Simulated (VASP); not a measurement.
# Mg33O32 (a cell with a defect) in VASP: single point with PBEsol

Aim: the single point of Mg33O32 (a cell with a defect) with PBEsol.

Program: VASP 6.6.1. These are calculated values, not measurements. Logs are shortened: lines on timing, memory, paths and dates and some standing lists are left out, and cuts for length are marked.

**1. The cell of the first run**

The cell holds a defect, 65 atoms: a = 8.429 Å, b = 8.429 Å, c = 8.429 Å, α = 90.00°, β = 90.00°, γ = 90.00°.

**2. Single point, PBEsol**

Contents of INCAR:

```
ALGO     = Normal         # electronic algorithm
EDIFF    = 1E-6           # SCF threshold, eV
ENCUT    = 520            # plane-wave cutoff, eV
GGA      = PS             # functional
ISIF     = 2              # what is computed and relaxed
ISMEAR   = -1             # smearing method
ISYM     = 0            
LASPH    = T              # aspherical terms in the spheres
LCHARG   = F              # write CHGCAR
LREAL    = Auto         
LWAVE    = F              # write WAVECAR
NBANDS   = 167            # bands
NELECT   = 256.0        
NELM     = 100            # most SCF steps
PREC     = Accurate       # precision mode
SIGMA    = 0.05           # smearing width, eV
```

Contents of KPOINTS:

```
Automatic mesh
0
Gamma
  1 1 1
  0.25 0.25 0.25
```

Contents of POSCAR:

```
Mg33O32
1.0
    8.4288080000      0.0000000000      0.0000000000
    0.0000000000      8.4288080000      0.0000000000
    0.0000000000      0.0000000000      8.4288080000
O Mg
32 33
Direct
    0.2507260000      0.0002570000      0.0005560000
    0.2485440000      0.9942310000      0.5012060000
    0.2485370000      0.5009100000      0.9945230000
    0.2487550000      0.5007610000      0.5010510000
    0.7496620000      0.9998240000      0.0001210000
    0.7492380000      0.0002820000      0.4991040000
    0.7492380000      0.4987960000      0.0005670000
    0.7553060000      0.5009580000      0.5012750000
    0.0007090000      0.2502660000      0.0005500000
    0.9947060000      0.2480790000      0.5012120000
    0.0002760000      0.7492060000      0.0001250000
    0.0007240000      0.7487910000      0.4991030000
    0.5013640000      0.2480810000      0.9945380000
    0.5011580000      0.2483300000      0.5010370000
    0.4992590000      0.7487880000      0.0005680000
    0.5014300000      0.7548360000      0.5012750000
    0.0007110000      0.0002540000      0.2505670000
    0.0002750000      0.9998160000      0.7495170000
    0.9946690000      0.5009100000      0.2483780000
    0.0007260000      0.4987990000      0.7490890000
    0.5013620000      0.9942250000      0.2483890000
    0.4992530000      0.0002780000      0.7490820000
    0.5012340000      0.5007640000      0.2486200000
    0.5014240000      0.5009620000      0.7551460000
    0.2487970000      0.2483520000      0.2486530000
    0.2485780000      0.2481170000      0.7550590000
    0.2485700000      0.7547710000      0.2484110000
    0.2507430000      0.7487980000      0.7490990000
    0.7552210000      0.2481080000      0.2484280000
    0.7492490000      0.2502850000      0.7490850000
    0.7492510000      0.7488030000      0.2505910000
    0.7496680000      0.7492140000      0.7495130000
    0.9997130000      0.9992620000      0.9995600000
    0.9943190000      0.9938600000      0.5003610000
    0.9942950000      0.5000520000      0.9941450000
    0.9983640000      0.5004480000      0.5007500000
    0.5005150000      0.9938500000      0.9941540000
    0.5008970000      0.9979000000      0.5007530000
    0.5009050000      0.5004510000      0.9982100000
    0.5306890000      0.5302060000      0.5305310000
    0.2490390000      0.2485810000      0.9981630000
    0.2194530000      0.2189630000      0.5302580000
    0.2494340000      0.7551720000      0.9941680000
    0.2490570000      0.7511660000      0.5007620000
    0.7556200000      0.2489750000      0.9941870000
    0.7516300000      0.2485980000      0.5007480000
    0.7502320000      0.7497730000      0.9996020000
    0.7556970000      0.7552480000      0.5003810000
    0.2490380000      0.9978620000      0.2488790000
    0.2494310000      0.9938910000      0.7554600000
    0.2193720000      0.5299980000      0.2192290000
    0.2490570000      0.5004520000      0.7514600000
    0.7556200000      0.9938800000      0.2492760000
    0.7502270000      0.9992990000      0.7500770000
    0.7516080000      0.5004580000      0.2489090000
    0.7556970000      0.5000810000      0.7555370000
    0.9983270000      0.2485870000      0.2488850000
    0.9943390000      0.2489720000      0.7554540000
    0.9943290000      0.7551680000      0.2492780000
    0.9997540000      0.7497780000      0.7500770000
    0.5304300000      0.2189440000      0.2192720000
    0.5009150000      0.2486080000      0.7514730000
    0.5009100000      0.7511550000      0.2489100000
    0.5005370000      0.7552380000      0.7555360000
    0.3750860000      0.3747000000      0.3749150000
```

Potentials or basis: VASP PAW PBE potentials, release 64 (O, Mg).

Launch:

```console
$ cat potpaw_PBE.64/O/POTCAR potpaw_PBE.64/Mg/POTCAR > POTCAR
$ mpirun -np 1 vasp_std > vasp.out
```

OUTCAR:

```text
EDIFF = 1E-6
   ENCUT = 520
   GGA = PS
   ISIF = 2
   ISMEAR = -1
   ISYM = 0
   LASPH = T
   LREAL = Auto
   NELECT = 256.0
   NELM = 100
   PREC = Accurate

 ion  position               nearest neighbor table
   1  0.251  0.000  0.001-  43 2.07  50 2.07  49 2.09  41 2.09  37 2.11  33 2.12
   2  0.249  0.994  0.501-  42 1.93  44 2.05  49 2.13  38 2.13  34 2.14  50 2.14
   3  0.249  0.501  0.995-  51 1.93  52 2.05  41 2.13  39 2.13  35 2.14  43 2.14
   4  0.249  0.501  0.501-  65 1.84  36 2.11  44 2.11  52 2.11  42 2.40  51 2.40  40 2.40
   5  0.750  1.000  0.000-  37 2.10  45 2.10  53 2.10  54 2.11  47 2.11  33 2.11
   6  0.749  0.000  0.499-  48 2.07  34 2.07  46 2.09  38 2.09  53 2.11  54 2.12
   7  0.749  0.499  0.001-  56 2.07  35 2.07  39 2.09  55 2.09  45 2.11  47 2.12
   8  0.755  0.501  0.501-  40 1.93  36 2.05  46 2.13  55 2.13  56 2.14  48 2.14
   9  0.001  0.250  0.001-  45 2.07  58 2.07  41 2.09  57 2.09  35 2.11  33 2.12
  10  0.995  0.248  0.501-  42 1.93  46 2.05  57 2.13  36 2.13  34 2.14  58 2.14
  11  0.000  0.749  0.000-  59 2.10  35 2.10  43 2.10  47 2.11  60 2.11  33 2.11
  12  0.001  0.749  0.499-  48 2.07  34 2.07  44 2.09  36 2.09  59 2.11  60 2.12
  13  0.501  0.248  0.995-  61 1.93  62 2.05  41 2.13  39 2.13  37 2.14  45 2.14
  14  0.501  0.248  0.501-  65 1.84  38 2.11  62 2.11  46 2.11  42 2.40  61 2.40  40 2.40
  15  0.499  0.749  0.001-  64 2.07  37 2.07  39 2.09  63 2.09  43 2.11  47 2.12
  16  0.501  0.755  0.501-  40 1.93  38 2.05  63 2.13  44 2.13  64 2.14  48 2.14
  17  0.001  0.000  0.251-  59 2.07  53 2.07  49 2.09  57 2.09  34 2.11  33 2.12
[... 67 lines left out ...]
  59  0.994  0.755  0.249-  31 2.07  17 2.07  11 2.10  12 2.11  27 2.14  19 2.14  51 2.70  53 2.85
                            48 2.92  34 2.92  47 2.94  33 2.94  49 2.97  55 2.97  36 3.02  44 3.02
  60  1.000  0.750  0.750-  18 2.11  11 2.11  32 2.11  12 2.12  20 2.12  28 2.12  48 2.94  56 2.94
                            43 2.94  50 2.94  35 2.94  34 2.94  44 2.97  52 2.97  36 2.97  33 2.97
  61  0.530  0.219  0.219-  21 1.93  13 1.93  29 1.93  65 2.27  25 2.40  14 2.40  23 2.40  37 2.70
                            53 2.70  45 2.70  49 3.03  41 3.03  38 3.03  39 3.03  46 3.03  55 3.03
  62  0.501  0.249  0.751-  13 2.05  22 2.09  30 2.09  14 2.11  26 2.13  24 2.13  45 2.97  37 2.97
                            41 2.97  39 2.97  54 2.97  38 2.99  46 2.99  52 3.00  50 3.02  56 3.02
  63  0.501  0.751  0.249-  21 2.05  31 2.09  15 2.09  23 2.11  27 2.13  16 2.13  53 2.97  37 2.97
                            49 2.97  38 2.97  47 2.97  55 2.99  39 2.99  44 3.00  43 3.02  48 3.02
  64  0.501  0.755  0.756-  15 2.07  22 2.07  32 2.10  28 2.11  16 2.14  24 2.14  40 2.69  37 2.84
                            43 2.92  50 2.92  54 2.94  47 2.94  38 2.97  39 2.97  44 3.02  52 3.02
  65  0.375  0.375  0.375-  23 1.84   4 1.84  14 1.84  25 1.84  51 2.27  42 2.27  40 2.27  61 2.27
                            63 3.51  44 3.51  55 3.51  52 3.51  46 3.51  62 3.51  39 3.51  36 3.51

IMPORTANT INFORMATION: All symmetrisations will be switched off!
NOSYMM: (Re-)initialisation of all symmetry stuff for point group C_1.

----------------------------------------------------------------------------------------

                                     Primitive cell

  volume of cell :     598.8230

  direct lattice vectors                    reciprocal lattice vectors
     8.428808000  0.000000000  0.000000000     0.118640738  0.000000000  0.000000000
     0.000000000  8.428808000  0.000000000     0.000000000  0.118640738  0.000000000
     0.000000000  0.000000000  8.428808000     0.000000000  0.000000000  0.118640738

  length of vectors
     8.428808000  8.428808000  8.428808000     0.118640738  0.118640738  0.118640738

  position of ions in fractional coordinates (direct lattice)
     0.250726000  0.000257000  0.000556000
     0.248544000  0.994231000  0.501206000
     0.248537000  0.500910000  0.994523000
     0.248755000  0.500761000  0.501051000
     0.749662000  0.999824000  0.000121000
     0.749238000  0.000282000  0.499104000
[... 57 lines left out ...]
     0.500537000  0.755238000  0.755536000
     0.375086000  0.374700000  0.374915000

  ion indices of the primitive-cell ions
   primitive index   ion index
                 1           1
                 2           2
                 3           3
                 4           4
                 5           5
[... 86 lines left out ...]

 Following reciprocal coordinates:
            Coordinates               Weight
  0.250000  0.250000  0.250000      2.000000
 -0.250000  0.250000  0.250000      2.000000
 -0.250000 -0.250000  0.250000      2.000000
  0.250000 -0.250000  0.250000      2.000000
   k-points           NKPTS =      4   k-points in BZ     NKDIM =      4   number of bands    NBANDS=    167
   number of dos      NEDOS =    301   number of ions     NIONS =     65
   total plane-waves  NPLWV = 262144
   dimension x,y,z NGX =    64 NGY =   64 NGZ =   64
   dimension x,y,z NGXF=   128 NGYF=  128 NGZF=  128
   ions per type =              32  33
   NGX,Y,Z   is equivalent  to a cutoff of  12.62, 12.62, 12.62 a.u.
   NGXF,Y,Z  is equivalent  to a cutoff of  25.25, 25.25, 25.25 a.u.
 SYSTEM =  unknown system
   PREC   = accura    normal or accurate (medium, high low for compatibility)
   ISTART =      0    job   : 0-new  1-cont  2-samecut
   ICHARG =      2    charge: 1-file 2-atom 10-const
   ISPIN  =      1    spin polarized calculation?
   LNONCOLLINEAR =      F non collinear calculations
   LSORBIT =      F    spin-orbit coupling
   LASPH  =      T    aspherical Exc in radial PAW
   ENCUT  =  520.0 eV  38.22 Ry    6.18 a.u.  15.67 15.67 15.67*2*pi/ulx,y,z
   NELM   =    100;   NELMIN=  2; NELMDL= -5     # of ELM steps
   EDIFF  = 0.1E-05   stopping-criterion for ELM
   LREAL  =      T    real-space projection
   EDIFFG = 0.1E-04   stopping-criterion for IOM
   NSW    =      0    number of steps for IOM
   IBRION =     -1    ionic relax: 0-MD 1-quasi-New 2-CG
   NFREE  =      0    steps in history (QN), initial steepest desc. (CG)
   ISIF   =      2    stress and relaxation
   ISYM   =      0    0-nonsym 1-usesym 2-fastsym
   POTIM  = 0.5000    time-step for ionic-motion
   TEBEG  =    0.0;   TEEND  =   0.0 temperature during run
   PSTRESS=    0.0 pullay stress
   NELECT =     256.0000    total number of electrons
   NUPDOWN=      -1.0000    fix difference up-down
   EMIN   =  10.00;   EMAX   =-10.00  energy-range for DOS
   EFERMI =   0.00;   METHOD = LEGACY
   ISMEAR =    -1;   SIGMA  =   0.05  broadening in eV -4-tet -1-fermi 0-gaus
   EFERMI_NEDOS =   21; number of points for ismear=-14 and -15
   IALGO  =     38    algorithm
   IMIX   =      4    mixing-type and parameters
     AMIX     =   0.40;   BMIX     =  1.00
     AMIX_MAG =   1.60;   BMIX_MAG =  1.00
  volume/ion in A,a.u.               =       9.21        62.17
  Fermi-wavevector in a.u.,A,eV,Ry     =   1.233262  2.330527 20.693577  1.520935
  Thomas-Fermi vector in A             =   2.367999
   LORBIT       =      0    0 simple, 1 ext, 2 COOP (PROOUT), +10 PAW based schemes
   GGA     = PS    functional components
   LHFCALC =     F    Hartree Fock is set to
   AEXX    =    0.0000 exact exchange contribution
   IVDW    =     0    specifies the selected vdW correction
   LEPSILON=     F    determine dielectric tensor
   LRPA    =     F    only Hartree local field effects (RPA)
 non-spin polarized calculation
  energy-cutoff  :      520.00
  volume of cell :      598.82
 maximum number of plane-waves:     16125
 NGX is ok and might be reduce to    64
   NGX = 31   NGY = 31   NGZ = 31

 number of electron     255.9999954 magnetization

 Free energy of the ion-electron system (eV)
  ---------------------------------------------------
  ext. energy  EPLUGINS =         0.00000000
  ---------------------------------------------------
  free energy    TOTEN  =      -408.12269479 eV

  energy without entropy =     -408.12269479  energy(sigma->0) =     -408.12269479

 E-fermi :   4.3843     XC(G=0): -11.3294

 val. band max:        3.0945647783   @ k =  -0.2500   0.2500   0.2500
 cond. band min:       8.4992681280   @ k =  -0.2500  -0.2500   0.2500
 fundamental gap:      5.4047033496
 Fermi energy:         4.3843099826

 k-point     1 :       0.2500    0.2500    0.2500
  band No.  band energies     occupation
      1     -14.0225      2.00000
      2     -13.6324      2.00000
      3     -13.5649      2.00000
      4     -13.5647      2.00000
      5     -13.2998      2.00000
      6     -13.2490      2.00000
[... 561 lines left out ...]
    139      11.4644      0.00000
    140      11.5996      0.00000
 [bands above 140 left out]

------------------------ aborting loop because EDIFF is reached ----------------------------------------

  FORCE on cell =-STRESS in cart. coord.  units (eV):
  Direction    XX          YY          ZZ          XY          YZ          ZX
  --------------------------------------------------------------------------------------
  -------------------------------------------------------------------------------------
  Total        4.5247828      4.5175657      4.5247371     -0.0124609     -0.0148827     -0.0056983
  in kB       12.1062554     12.0869459     12.1061332     -0.0333398     -0.0398193     -0.0152461
  external PRESSURE =      12.0997782 kB  Pullay stress =       0.0000000 kB

 VOLUME and BASIS-vectors are now :
 -----------------------------------------------------------------------------
  energy-cutoff  :      520.00
  volume of cell :      598.82
      direct lattice vectors                 reciprocal lattice vectors
     8.428808000  0.000000000  0.000000000     0.118640738  0.000000000  0.000000000
     0.000000000  8.428808000  0.000000000     0.000000000  0.118640738  0.000000000
     0.000000000  0.000000000  8.428808000     0.000000000  0.000000000  0.118640738

 POSITION                                       TOTAL-FORCE (eV/Angst)
 -----------------------------------------------------------------------------------
      2.11332      0.00217      0.00469         0.003595      0.007773      0.007810
      2.09493      8.38018      4.22457         0.009269     -0.007306     -0.005098
      2.09487      4.22207      8.38264         0.009132     -0.005418     -0.006283
      2.09671      4.22082      4.22326        -0.029770      0.028360      0.028537
      6.31876      8.42732      0.00102         0.000666      0.001977      0.001141
      6.31518      0.00238      4.20685        -0.008258      0.007984     -0.006629
[... 57 lines left out ...]
      4.21893      6.36576      6.36827        -0.000830     -0.002125     -0.002031
      3.16153      3.15827      3.16009        -0.008246     -0.010510     -0.008086
 -----------------------------------------------------------------------------------
    total drift:                                0.013650     -0.013873     -0.008636

  FREE ENERGIE OF THE ION-ELECTRON SYSTEM (eV)
  ---------------------------------------------------
  free  energy   TOTEN  =      -408.1226947923 eV

  energy  without entropy=     -408.1226947922  energy(sigma->0) =     -408.12269479
```

Run time: 20 min. Hardware: 1 thread of AMD EPYC 7R43 (Zen 3), shared host; peak memory 0.65 GiB.

Results:

* Free energy: -408.1227 eV
* Largest force: 0.050 eV/Å

Forces in eV/Å, atoms in the order of the input:
```
O    0.004  0.008  0.008
O    0.009 -0.007 -0.005
O    0.009 -0.005 -0.006
O   -0.030  0.028  0.029
O    0.001  0.002  0.001
O   -0.008  0.008 -0.007
O   -0.007 -0.006  0.009
O    0.010 -0.007 -0.008
O    0.011  0.001  0.009
O   -0.007  0.008 -0.005
O    0.003 -0.006  0.003
O    0.008 -0.009 -0.006
O   -0.005  0.009 -0.006
O    0.029 -0.029  0.027
O   -0.004 -0.009  0.009
O   -0.008  0.010 -0.007
O    0.010  0.008  0.001
O    0.004  0.001 -0.004
O   -0.007 -0.006  0.009
O    0.008 -0.006 -0.009
O   -0.006 -0.007  0.009
O   -0.006  0.008 -0.009
O    0.028  0.028 -0.031
O   -0.009 -0.007  0.011
O   -0.017 -0.014 -0.017
O    0.005  0.005  0.006
O    0.005  0.004  0.004
O    0.002 -0.009 -0.009
O    0.004  0.006  0.005
O   -0.008  0.002 -0.008
O   -0.007 -0.009  0.002
O   -0.002 -0.005 -0.002
Mg   0.001  0.001  0.001
Mg   0.001  0.002  0.001
Mg   0.001  0.001  0.001
Mg  -0.015  0.003  0.003
Mg   0.001  0.002  0.001
Mg   0.002 -0.013  0.002
Mg   0.002  0.003 -0.014
Mg   0.018  0.019  0.019
Mg  -0.001 -0.001 -0.013
Mg  -0.024 -0.022  0.028
Mg   0.000  0.000  0.000
Mg  -0.002  0.013  0.002
Mg  -0.001  0.000 -0.001
Mg   0.011 -0.001  0.002
Mg  -0.001  0.000  0.000
Mg  -0.003 -0.003  0.000
Mg  -0.001 -0.012 -0.001
Mg   0.000  0.001  0.000
Mg  -0.023  0.029 -0.022
Mg  -0.002  0.002  0.013
Mg   0.000  0.001  0.001
Mg   0.000 -0.001 -0.001
Mg   0.013  0.002 -0.001
Mg  -0.003  0.000 -0.002
Mg  -0.014 -0.001 -0.001
Mg   0.001  0.000  0.000
Mg   0.000  0.001  0.000
Mg  -0.001  0.000  0.000
Mg   0.026 -0.021 -0.022
Mg   0.001 -0.001  0.012
Mg   0.002  0.014 -0.002
Mg  -0.001 -0.002 -0.002
Mg  -0.008 -0.011 -0.008
```

Caveat: the cell carries a net charge on a neutralising background, which shifts energy and pressure; the cell is charged against a uniform background, so pressure and absolute levels hang on convention; the PAW data sets were made with another functional, which shifts forces and pressure a little.
